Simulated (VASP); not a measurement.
Write the native input for VASP 6.6.1 that does the following.

```yaml
Task: relaxation of cell and atoms
Functional: BLYP
Potentials_or_basis: VASP PAW PBE potentials, release 64 (Mg)
Cutoff: 600 eV
k_mesh: 12 × 12 × 12
Occupations: fermi-dirac, width 0.1 eV
Spin: no spin polarisation
Dipole_correction: no
Further_INCAR_settings: ALGO = Normal; EDIFF = 1e-06; IBRION = 2; EDIFFG = -0.01; NSW = 80; ISIF = 3
```

The structure of Mg lies in POSCAR:

```
Mg
1.0
    0.0000000000      2.2649029606      2.2649029606
    2.2649029606      0.0000000000      2.2649029606
    2.2649029606      2.2649029606      0.0000000000
Mg
1
Direct
    0.0000000000      0.0000000000      0.0000000000
```

One way to write it, as run:

INCAR

```
PREC = Accurate ; ENCUT = 600
EDIFF = 1E-6 ; ISMEAR = -1
SIGMA = 0.1 ; LREAL = F
LASPH = T ; NELM = 80
ALGO = Normal ; ISIF = 3
LWAVE = F ; LCHARG = F
GGA = B5 ; ALDAX = 1.0
AGGAX = 1.0 ; AGGAC = 1.0
ALDAC = 0.0 ; IBRION = 2
NSW = 80 ; EDIFFG = -0.01
```

KPOINTS

```
regular mesh
0
Gamma
  12 12 12
```

Potentials or basis: VASP PAW PBE potentials, release 64 (Mg).

Run with:

```bash
$ cat potpaw_PBE.64/Mg/POTCAR > POTCAR
$ mpirun -np 1 vasp_std > vasp.out
```

It gave:

- Relaxed volume: 23.67 Å³/atom
- Relaxed cell: a = 3.223 Å, b = 3.223 Å, c = 3.223 Å, α = 60.00°, β = 60.00°, γ = 60.00°
- Space group after relaxing (to 0.05 Å): Fm-3m (No. 225)
- Energy gained by relaxing: 0.9 meV/atom
- Ionic steps: 3
- Pressure after relaxing: 0.0 GPa
- Band gap on the k mesh: zero (band 1 reaches 4.34 eV, above the bottom of band 2 at 1.55 eV)

Caveat: the PAW data sets were made with another functional, which shifts forces and pressure a little.

It took 43 s on 1 thread of Intel Xeon 8259CL (shared host), peak memory 0.17 GiB.
